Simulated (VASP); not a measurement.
# Rh (P6_3/mmc) in VASP: single point with LDA

Aim: the single point of Rh with LDA.

All numbers are computed with VASP 6.6.1; they aren't measurements. Logs are shortened: lines on timing, memory, paths and dates and some standing lists are left out, and cuts for length are marked.

### 1 The cell of the first run

Symmetry: P6_3/mmc, No. 194, hexagonal system. The conventional cell has a = 2.670 Å, b = 2.670 Å, c = 4.299 Å, α = 90.00°, β = 90.00°, γ = 120.00°. Within 3.5 Å of Rh (site symmetry -6m2) lie 12 Rh at 2.65 to 2.67 Å.

This isn't the form of Rh at room conditions, which is fcc.

### 2 Single point, LDA

INCAR reads:

```
SYSTEM = Rh
ALGO = Fast
EDIFF = 1E-6
ENCUT = 520
ISIF = 2
ISMEAR = 0
LASPH = .TRUE.
LCHARG = .FALSE.
LREAL = .FALSE.
LWAVE = .FALSE.
NBANDS = 70
NELM = 100
PREC = Accurate
SIGMA = 0.15
```

KPOINTS reads:

```
k-points
0
G
  8 8 8
  0 0 0
```

POSCAR reads:

```
Rh
1.0
    1.3349841998      2.3122604613     -4.2988893680
    1.3349841998      2.3122604613      4.2988893680
    2.6699683996     -4.6245209226      0.0000000000
Rh
8
Direct
    0.9583333333      0.7083333333      0.6666666667
    0.9583333333      0.7083333333      0.1666666667
    0.4583333333      0.2083333333      0.6666666667
    0.4583333333      0.2083333333      0.1666666667
    0.0416666667      0.2916666667      0.3333333333
    0.0416666667      0.2916666667      0.8333333333
    0.5416666667      0.7916666667      0.3333333333
    0.5416666667      0.7916666667      0.8333333333
```

Potentials or basis: VASP PAW LDA potentials, release 64 (Rh_pv).

Command:

```sh
> cat potpaw_LDA.64/Rh_pv/POTCAR > POTCAR
> mpirun -np 1 vasp_std > vasp.out
```

OUTCAR:

```text
SYSTEM = Rh
   EDIFF = 1E-6
   ENCUT = 520
   ISIF = 2
   ISMEAR = 0
   LASPH = .TRUE.
   LREAL = .FALSE.
   NELM = 100
   PREC = Accurate

 ion  position               nearest neighbor table
   1  0.958  0.708  0.667-   6 2.65   8 2.65   5 2.65   8 2.65   7 2.65   6 2.65   2 2.67   3 2.67
                             2 2.67   3 2.67   4 2.67   4 2.67
   2  0.958  0.708  0.167-   5 2.65   7 2.65   7 2.65   6 2.65   5 2.65   8 2.65   1 2.67   4 2.67
                             1 2.67   4 2.67   3 2.67   3 2.67
   3  0.458  0.208  0.667-   6 2.65   8 2.65   5 2.65   6 2.65   7 2.65   8 2.65   1 2.67   4 2.67
                             4 2.67   1 2.67   2 2.67   2 2.67
   4  0.458  0.208  0.167-   5 2.65   7 2.65   5 2.65   6 2.65   7 2.65   8 2.65   2 2.67   3 2.67
                             3 2.67   2 2.67   1 2.67   1 2.67
   5  0.042  0.292  0.333-   2 2.65   4 2.65   3 2.65   1 2.65   2 2.65   4 2.65   6 2.67   6 2.67
                             7 2.67   7 2.67   8 2.67   8 2.67
   6  0.042  0.292  0.833-   1 2.65   3 2.65   2 2.65   4 2.65   1 2.65   3 2.65   5 2.67   5 2.67
                             8 2.67   8 2.67   7 2.67   7 2.67
   7  0.542  0.792  0.333-   2 2.65   4 2.65   3 2.65   1 2.65   4 2.65   2 2.65   8 2.67   5 2.67
                             8 2.67   5 2.67   6 2.67   6 2.67
   8  0.542  0.792  0.833-   1 2.65   3 2.65   2 2.65   4 2.65   3 2.65   1 2.65   7 2.67   6 2.67
                             7 2.67   6 2.67   5 2.67   5 2.67

  LATTYP: Found a face centered orthorhombic cell.
 ALAT       =     5.3399367991
 B/A-ratio  =     1.6100899804
 C/A-ratio  =     1.7320508076

  Lattice vectors:

 A1 = (   4.0049525994,  -2.3122604613,   4.2988893680)
 A2 = (   5.3399367992,   0.0000000000,   0.0000000000)
 A3 = (   1.3349841998,   2.3122604613,   4.2988893680)

Analysis of symmetry for initial positions (statically):
=====================================================================
 Subroutine PRICEL returns following result:

  LATTYP: Found a hexagonal cell.
 ALAT       =     2.6699683996
 C/A-ratio  =     1.6100899804

  Lattice vectors:

 A1 = (  -1.3349841998,   2.3122604613,   0.0000000000)
 A2 = (  -1.3349841998,  -2.3122604613,   0.0000000000)
 A3 = (   0.0000000000,   0.0000000000,   4.2988893680)

   4 primitive cells build up your supercell.

 Routine SETGRP: Setting up the symmetry group for a
 face centered orthorhombic supercell.

 Subroutine GETGRP returns: Found  8 space group operations
 (whereof  4 operations were pure point group operations)
 out of a pool of  8 trial point group operations.

The static configuration has the point symmetry C_2h.
 The point group associated with its full space group is D_2h.

Analysis of symmetry for dynamics (positions and initial velocities):
=====================================================================
 Subroutine PRICEL returns following result:

  LATTYP: Found a hexagonal cell.
 ALAT       =     2.6699683996
 C/A-ratio  =     1.6100899804

  Lattice vectors:

 A1 = (  -1.3349841998,   2.3122604613,   0.0000000000)
 A2 = (  -1.3349841998,  -2.3122604613,   0.0000000000)
 A3 = (   0.0000000000,   0.0000000000,   4.2988893680)

   4 primitive cells build up your supercell.

 Routine SETGRP: Setting up the symmetry group for a
 face centered orthorhombic supercell.

 Subroutine GETGRP returns: Found  8 space group operations
 (whereof  4 operations were pure point group operations)
 out of a pool of  8 trial point group operations.

The dynamic configuration has the point symmetry C_2h.
 The point group associated with its full space group is D_2h.

 Subroutine INISYM returns: Found  8 space group operations
 (whereof  4 operations are pure point group operations),
 and found     4 'primitive' translations

----------------------------------------------------------------------------------------

                                     Primitive cell

  volume of cell :      26.5399

  direct lattice vectors                    reciprocal lattice vectors
    -1.334984200  2.312260461  0.000000000    -0.374536268  0.216238615  0.000000000
    -1.334984200 -2.312260461  0.000000000    -0.374536268 -0.216238615  0.000000000
     0.000000000  0.000000000  4.298889368     0.000000000  0.000000000  0.232618222

  length of vectors
     2.669968400  2.669968400  4.298889368     0.432477230  0.432477230  0.232618222

  position of ions in fractional coordinates (direct lattice)
     0.666666667  0.333333333  0.750000000
     0.333333333  0.666666667  0.250000000

  ion indices of the primitive-cell ions
   primitive index   ion index
                 1           1
                 2           6

----------------------------------------------------------------------------------------

 KPOINTS: k-points

Automatic generation of k-mesh.
 Grid dimensions read from file:
 generate k-points for:    8    8    8

 Generating k-lattice:

  Cartesian coordinates                     Fractional coordinates (reciprocal lattice)
     0.023408517  0.013514913 -0.014538639     0.125000000  0.000000000  0.000000000
     0.023408517  0.013514913  0.014538639     0.000000000  0.125000000  0.000000000
     0.023408517 -0.013514913  0.000000000     0.000000000  0.000000000  0.125000000

  Length of vectors
     0.030691751  0.030691751  0.027029827

  Shift w.r.t. Gamma in fractional coordinates (k-lattice)
     0.000000000  0.000000000  0.000000000

 Subroutine IBZKPT returns following result:
 ===========================================

 Found     95 irreducible k-points:

 Following reciprocal coordinates:
            Coordinates               Weight
  0.000000  0.000000  0.000000      1.000000
  0.125000  0.000000  0.000000      8.000000
  0.250000  0.000000  0.000000      8.000000
  0.375000  0.000000  0.000000      8.000000
  0.500000  0.000000  0.000000      4.000000
  0.125000  0.125000  0.000000      4.000000
[... 16 lines left out ...]
  0.125000  0.000000  0.125000      8.000000
  0.250000  0.000000  0.125000      8.000000
 [... further k-points ...]
   k-points           NKPTS =     95   k-points in BZ     NKDIM =     95   number of bands    NBANDS=     70
   number of dos      NEDOS =    301   number of ions     NIONS =      8
   total plane-waves  NPLWV =  64000
   dimension x,y,z NGX =    40 NGY =   40 NGZ =   40
   dimension x,y,z NGXF=    80 NGYF=   80 NGZF=   80
   ions per type =               8
   NGX,Y,Z   is equivalent  to a cutoff of  13.14, 13.14, 12.45 a.u.
   NGXF,Y,Z  is equivalent  to a cutoff of  26.28, 26.28, 24.91 a.u.
 SYSTEM =  Rh
   PREC   = accura    normal or accurate (medium, high low for compatibility)
   ISTART =      0    job   : 0-new  1-cont  2-samecut
   ICHARG =      2    charge: 1-file 2-atom 10-const
   ISPIN  =      1    spin polarized calculation?
   LNONCOLLINEAR =      F non collinear calculations
   LSORBIT =      F    spin-orbit coupling
   LASPH  =      T    aspherical Exc in radial PAW
   ENCUT  =  520.0 eV  38.22 Ry    6.18 a.u.   9.41  9.41  9.93*2*pi/ulx,y,z
   NELM   =    100;   NELMIN=  2; NELMDL= -5     # of ELM steps
   EDIFF  = 0.1E-05   stopping-criterion for ELM
   LREAL  =      F    real-space projection
   EDIFFG = 0.1E-04   stopping-criterion for IOM
   NSW    =      0    number of steps for IOM
   IBRION =     -1    ionic relax: 0-MD 1-quasi-New 2-CG
   NFREE  =      0    steps in history (QN), initial steepest desc. (CG)
   ISIF   =      2    stress and relaxation
   ISYM   =      2    0-nonsym 1-usesym 2-fastsym
   POTIM  = 0.5000    time-step for ionic-motion
   TEBEG  =    0.0;   TEEND  =   0.0 temperature during run
   PSTRESS=    0.0 pullay stress
   NELECT =     120.0000    total number of electrons
   NUPDOWN=      -1.0000    fix difference up-down
   EMIN   =  10.00;   EMAX   =-10.00  energy-range for DOS
   EFERMI =   0.00;   METHOD = LEGACY
   ISMEAR =     0;   SIGMA  =   0.15  broadening in eV -4-tet -1-fermi 0-gaus
   EFERMI_NEDOS =   21; number of points for ismear=-14 and -15
   IALGO  =     68    algorithm
   IMIX   =      4    mixing-type and parameters
     AMIX     =   0.40;   BMIX     =  1.00
     AMIX_MAG =   1.60;   BMIX_MAG =  1.00
  volume/ion in A,a.u.               =      13.27        89.55
  Fermi-wavevector in a.u.,A,eV,Ry     =   1.705358  3.222659 39.569083  2.908246
  Thomas-Fermi vector in A             =   2.784593
   LORBIT       =      0    0 simple, 1 ext, 2 COOP (PROOUT), +10 PAW based schemes
   GGA     = CA    functional components
   LHFCALC =     F    Hartree Fock is set to
   AEXX    =    0.0000 exact exchange contribution
   IVDW    =     0    specifies the selected vdW correction
   LEPSILON=     F    determine dielectric tensor
   LRPA    =     F    only Hartree local field effects (RPA)
 non-spin polarized calculation
 RMM-DIIS sequential band-by-band and
 Gauss-broadening in eV      SIGMA  =   0.15
  energy-cutoff  :      520.00
  volume of cell :      106.16
 maximum number of plane-waves:      2878
 NGX is ok and might be reduce to    40
   NGX = 19   NGY = 19   NGZ = 19

 number of electron     120.0000003 magnetization

 Free energy of the ion-electron system (eV)
  ---------------------------------------------------
  ext. energy  EPLUGINS =         0.00000000
  ---------------------------------------------------
  free energy    TOTEN  =       -69.21152257 eV

  energy without entropy =      -69.07431745  energy(sigma->0) =      -69.14292001

 E-fermi :  12.4867     XC(G=0): -14.5767

 val. band max:       12.4798015127   @ k =  -0.3750   0.1250  -0.0000
 cond. band min:      12.4867846789   @ k =  -0.2500   0.5000   0.3750
 fundamental gap:      0.0069831661
 Fermi energy:        12.4866961853

 k-point     1 :       0.0000    0.0000    0.0000
  band No.  band energies     occupation
      1     -34.7062      2.00000
      2     -34.6269      2.00000
      3     -34.6269      2.00000
      4     -34.6269      2.00000
      5     -34.6269      2.00000
      6     -34.5677      2.00000
[... 62 lines left out ...]
     69      15.1834      0.00000
     70      15.1837      0.00000

 k-point     2 :       0.1250    0.0000    0.0000
  band No.  band energies     occupation
      1     -34.6880      2.00000
      2     -34.6274      2.00000
      3     -34.6204      2.00000
      4     -34.5952      2.00000
      5     -34.5864      2.00000
      6     -34.5623      2.00000
[... 1598 lines left out ...]
 k-point    24 :       0.2500    0.0000    0.1250
  band No.  band energies     occupation
      1     -34.6114      2.00000
      2     -34.5751      2.00000
      3     -34.5408      2.00000
      4     -34.5268      2.00000
      5     -34.5015      2.00000
      6     -34.4580      2.00000
[... 62 lines left out ...]
     69      16.0568      0.00000
     70      17.1704      0.00000

 [... further k-points ...]
[... 5 lines left out ...]
  --------------------------------------------------------------------------------------
  -------------------------------------------------------------------------------------
  Total        0.5343827      0.5362061      1.0272815      0.0015790      0.0000000      0.0000000
  in kB        8.0649905      8.0925084     15.5038986      0.0238312      0.0000000      0.0000000
  external PRESSURE =      10.5537992 kB  Pullay stress =       0.0000000 kB

 VOLUME and BASIS-vectors are now :
 -----------------------------------------------------------------------------
  energy-cutoff  :      520.00
  volume of cell :      106.16
      direct lattice vectors                 reciprocal lattice vectors
     1.334984200  2.312260461 -4.298889368     0.187268134  0.108119308 -0.116309111
     1.334984200  2.312260461  4.298889368     0.187268134  0.108119308  0.116309111
     2.669968400 -4.624520923  0.000000000     0.187268134 -0.108119308  0.000000000

 POSITION                                       TOTAL-FORCE (eV/Angst)
 -----------------------------------------------------------------------------------
      4.00495      0.77075     -1.07472        -0.005319      0.003071      0.000000
      2.66997      3.08301     -1.07472        -0.005319      0.003071      0.000000
      2.66997     -1.54151     -1.07472        -0.005319      0.003071      0.000000
      1.33498      0.77075     -1.07472        -0.005319      0.003071      0.000000
      1.33498     -0.77075      1.07472         0.005319     -0.003071      0.000000
      2.66997     -3.08301      1.07472         0.005319     -0.003071      0.000000
      2.66997      1.54151      1.07472         0.005319     -0.003071      0.000000
      4.00495     -0.77075      1.07472         0.005319     -0.003071      0.000000
 -----------------------------------------------------------------------------------
    total drift:                               -0.000000      0.000001     -0.000000

  FREE ENERGIE OF THE ION-ELECTRON SYSTEM (eV)
  ---------------------------------------------------
  free  energy   TOTEN  =       -69.2115225717 eV

  energy  without entropy=      -69.0743174452  energy(sigma->0) =      -69.14292001
```

Run time: 13 min. Hardware: 1 thread of Intel Xeon Platinum 8488C (Sapphire Rapids), shared host; peak memory 0.52 GiB.

What came out:

| Item | Value |
| --- | --- |
| Free energy | -69.2115 eV |
| Pressure | 1.1 GPa |
| Largest force | 0.006 eV/Å |
| Band gap on the k mesh | zero (bands 60 and 61 overlap by 1.12 eV) |

Forces in eV/Å, atoms in the order of the input:
```
Rh  -0.005  0.003  0.000
Rh  -0.005  0.003  0.000
Rh  -0.005  0.003  0.000
Rh  -0.005  0.003  0.000
Rh   0.005 -0.003  0.000
Rh   0.005 -0.003  0.000
Rh   0.005 -0.003  0.000
Rh   0.005 -0.003  0.000
```

Stress tensor (GPa, compression positive):
```
0.81 0.00 0.00
0.00 0.81 0.00
0.00 0.00 1.55
```
